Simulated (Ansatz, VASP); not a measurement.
**Na in VASP and in Ansatz**

```
Na
1.0
    -2.11250    2.11250    2.11250
     2.11250   -2.11250    2.11250
     2.11250    2.11250   -2.11250
Na
1
Cartesian
  0.0000 0.0000 0.0000
```

Alike in both runs: task single point; functional r2SCAN; k mesh 11 × 11 × 11; occupations gaussian, width 0.6 eV; no spin polarisation.

```csv
,VASP,Ansatz
version,VASP 6.6.1,Ansatz 0.2.0
potentials or method,"VASP PAW PBE potentials, release 64 (Na_pv), cutoff 520 eV","plane waves (500 eV) with PAW, scalar-relativistic"
valence electrons in the cell,7,9
```

```csv
,VASP,Ansatz,Ansatz less VASP
pressure (GPa),0.2,0.1,-0.09
```

VASP's potentials were made for PBE, not for r2SCAN. VASP's potentials hold 7 valence electrons a cell and Ansatz's 9, so a difference there can come from the potentials and not from the codes.
